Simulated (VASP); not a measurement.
Input of a VASP 6.6.1 run:

File INCAR:

```
SYSTEM = Be
  PREC = Accurate
  ENCUT = 520
  EDIFF = 1E-6
  ISMEAR = -1
  SIGMA = 0.05
  LREAL = .FALSE.
  LASPH = .TRUE.
  NELM = 100
  ALGO = Normal
  ISIF = 2
  LWAVE = .FALSE.
  LCHARG = .FALSE.
  GGA = PE
  NBANDS = 9
```

KPOINTS

```
Automatic mesh
0
G
  13 13 8
  0 0 0
```

File POSCAR:

```
Be
1.0
    2.3004348782      0.0000000000      0.0000000000
   -1.1502174391      1.9922350443      0.0000000000
    0.0000000000      0.0000000000      3.6079371156
Be
2
Direct
    0.6666666667      0.3333333333      0.7500000000
    0.3333333333      0.6666666667      0.2500000000
```

Potentials or basis: VASP PAW PBE potentials, release 64 (Be).

Run with:

```sh
$ cat potpaw_PBE.64/Be/POTCAR > POTCAR
$ mpirun -np 1 vasp_std > vasp.out
```

What does it give for the band gap on the k mesh?

Zero (band 2 reaches 7.74 eV, above the bottom of band 3 at 6.14 eV).

Estimate the pressure.

-4.9 GPa.

Stress tensor (GPa, compression positive):
```
-4.40  0.00  0.00
 0.00 -4.40  0.00
 0.00  0.00 -5.77
```
